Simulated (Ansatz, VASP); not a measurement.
**One calculation of Si3Mo5, two programs**

File INCAR:

```
SYSTEM = Si3Mo5
PREC = Accurate
ENCUT = 500
EDIFF = 1E-6
ISMEAR = 0
SIGMA = 0.1
LREAL = .False.
LASPH = .True.
NELM = 120
ALGO = Normal
ISIF = 2
LWAVE = .False.
LCHARG = .False.
GGA = PS
IVDW = 12
NBANDS = 96
GGA_COMPAT = .False.
```

File KPOINTS:

```
regular mesh
0
Gamma
  4 4 4
  0 0 0
```

POSCAR

```
Si3Mo5
1.0
   -4.8100000000      4.8100000000      2.4500000000
    4.8100000000     -4.8100000000      2.4500000000
    4.8100000000      4.8100000000     -2.4500000000
Si Mo
6 10
Direct
    0.2500000000      0.2500000000      0.0000000000
    0.7500000000      0.7500000000      0.0000000000
    0.6700000000      0.1700000000      0.8400000000
    0.1700000000      0.3300000000      0.5000000000
    0.3300000000      0.8300000000      0.1600000000
    0.8300000000      0.6700000000      0.5000000000
    0.7500000000      0.2500000000      0.5000000000
    0.2500000000      0.7500000000      0.5000000000
    0.2230000000      0.0740000000      0.2970000000
    0.0740000000      0.7770000000      0.8510000000
    0.7770000000      0.9260000000      0.7030000000
    0.9260000000      0.2230000000      0.1490000000
    0.2770000000      0.5740000000      0.8510000000
    0.4260000000      0.2770000000      0.7030000000
    0.7230000000      0.4260000000      0.1490000000
    0.5740000000      0.7230000000      0.2970000000
```

Input for Ansatz:

```yaml
crystal:
  lattice:
    - [-4.81, 4.81, 2.45]
    - [4.81, -4.81, 2.45]
    - [4.81, 4.81, -2.45]
  atoms:
    - { symbol: Si, position: [0.25, 0.25, 0.0] }
    - { symbol: Si, position: [0.75, 0.75, 0.0] }
    - { symbol: Si, position: [0.67, 0.17, 0.84] }
    - { symbol: Si, position: [0.17, 0.33, 0.5] }
    - { symbol: Si, position: [0.33, 0.83, 0.16] }
    - { symbol: Si, position: [0.83, 0.67, 0.5] }
    - { symbol: Mo, position: [0.75, 0.25, 0.5] }
    - { symbol: Mo, position: [0.25, 0.75, 0.5] }
    - { symbol: Mo, position: [0.223, 0.074, 0.297] }
    - { symbol: Mo, position: [0.074, 0.777, 0.851] }
    - { symbol: Mo, position: [0.777, 0.926, 0.703] }
    - { symbol: Mo, position: [0.926, 0.223, 0.149] }
    - { symbol: Mo, position: [0.277, 0.574, 0.851] }
    - { symbol: Mo, position: [0.426, 0.277, 0.703] }
    - { symbol: Mo, position: [0.723, 0.426, 0.149] }
    - { symbol: Mo, position: [0.574, 0.723, 0.297] }
basis:
  ecutwfc: 420
kpoints:
  mp_grid: { grid: [4, 4, 4] }
hamiltonian:
  xc: pbesol
  dispersion: d3bj
  pseudopotentials: { kind: paw }
scf:
  occupations: { method: gaussian, width: 0.1 }
output:
  forces: true
  stress: true
  eigenvalues: true
```

Alike in both runs: task single point; functional PBEsol; dispersion D3(BJ); k mesh 4 × 4 × 4; occupations gaussian, width 0.1 eV; no spin polarisation.

|  | VASP | Ansatz |
| --- | --- | --- |
| version | VASP 6.6.1 | Ansatz 0.2.0 |
| potentials or method | VASP PAW PBE potentials, release 64 (Si, Mo_sv), cutoff 500 eV | scalar-relativistic, plane waves, PAW |
| valence electrons in the cell | 164 | 164 |

Ansatz gave:

```
gap on the k mesh at the Fermi level (eV)                     : none
pressure (GPa)                                                : -9.3
traceless stress, the component that is largest in VASP (GPa) : -0.71
rms of the force components (eV/Å)                            : 0.178
```

Q: Estimate VASP's values.

A: gap on the k mesh at the Fermi level (eV): none; pressure (GPa): -8.8; traceless stress, the component that is largest in VASP (GPa): -0.72; rms of the force components (eV/Å): 0.180.

VASP's potentials were made for PBE, not for PBEsol. Atom by atom the forces differ by 0.002 eV/Å (rms over components). A gap of «none» marks a metal or a gap that the smearing closes.
